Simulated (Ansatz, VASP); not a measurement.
Ge: VASP beside Ansatz

```
CELL_PARAMETERS angstrom
-2.56301 2.56301 1.39666
2.56301 -2.56301 1.39666
2.56301 2.56301 -1.39666
ATOMIC_POSITIONS crystal
Ge 0.25000 0.75000 0.50000
Ge 0.50000 0.50000 0.00000
```

Alike in both runs: task single point; functional PBEsol; k mesh 24 × 24 × 24; occupations gaussian, width 0.15 eV; no spin polarisation.

|  | VASP | Ansatz |
| --- | --- | --- |
| version | VASP 6.6.1 | Ansatz 0.2.0 |
| potentials or method | VASP PAW PBE potentials, release 64 (Ge_d), cutoff 520 eV | scalar-relativistic, plane waves, PAW |
| valence electrons in the cell | 28 | 28 |

```tsv
	VASP	Ansatz	Ansatz less VASP
gap on the k mesh at the Fermi level (eV)	none	none	-
pressure (GPa)	-0.1	0.0	+0.07
traceless stress, the component that is largest in VASP (GPa)	0.55	0.52	-0.026
```

VASP's potentials were made for PBE, not for PBEsol. A gap of «none» marks a metal or a gap that the smearing closes.
